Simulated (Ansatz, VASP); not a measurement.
One calculation of Zn, two programs

Contents of INCAR:

```
SYSTEM = Zn
PREC = Accurate
ENCUT = 520
EDIFF = 1E-8
ISMEAR = -1
SIGMA = 0.03
LREAL = .False.
LASPH = .True.
NELM = 100
ALGO = Normal
ISIF = 2
LWAVE = .False.
LCHARG = .False.
GGA = PE
LEFG = .True.
NBANDS = 19
```

KPOINTS

```
Automatic mesh
0
Gamma
  18 18 8
  0 0 0
```

File POSCAR:

```
Zn
1.0
    2.7170622642      0.0000000000      0.0000000000
   -1.3585311321      2.3530449444      0.0000000000
    0.0000000000      0.0000000000      5.0437187487
Zn
2
Direct
    0.3333333333      0.6666666667      0.2500000000
    0.6666666667      0.3333333333      0.7500000000
```

Input for Ansatz:

```yaml
crystal:
  lattice:
    - [2.7170622642, 0.0, 0.0]
    - [-1.3585311321, 2.3530449444, 0.0]
    - [0.0, 0.0, 5.0437187487]
  atoms:
    - { symbol: Zn, position: [0.3333333333, 0.6666666667, 0.25] }
    - { symbol: Zn, position: [0.6666666667, 0.3333333333, 0.75] }
kpoints:
  mp_grid: { grid: [18, 18, 8] }
scf:
  occupations: { method: fermi_dirac, width: 0.03 }
hamiltonian:
  xc: pbe
  pseudopotentials: { kind: all_electron, datasets: crystal }
output:
  forces: true
  stress: true
  eigenvalues: true
  efg: { contact_densities: true }
```

Change from the starting cell: volume scaled by 1.06, crystal datasets.

Alike in both runs: task electric field gradients; functional PBE; k mesh 18 × 18 × 8; occupations fermi-dirac, width 0.03 eV; no spin polarisation.

|  | VASP | Ansatz |
| --- | --- | --- |
| version | VASP 6.6.1 | Ansatz 0.2.0 |
| potentials or method | VASP PAW PBE potentials, release 64 (Zn), cutoff 520 eV | all-electron PAW with datasets made for the crystal, scalar-relativistic |

Ansatz gave:

```
pressure (GPa)                                                : -3.9
traceless stress, the component that is largest in VASP (GPa) : 1.42
size of Vzz on the site where it differs most (V/Å²)          : 31.9
```

Estimate VASP's values.

pressure (GPa): -3.6; traceless stress, the component that is largest in VASP (GPa): 1.32; size of Vzz on the site where it differs most (V/Å²): 31.7.

Ansatz ran all-electron here, and VASP with PAW potentials.
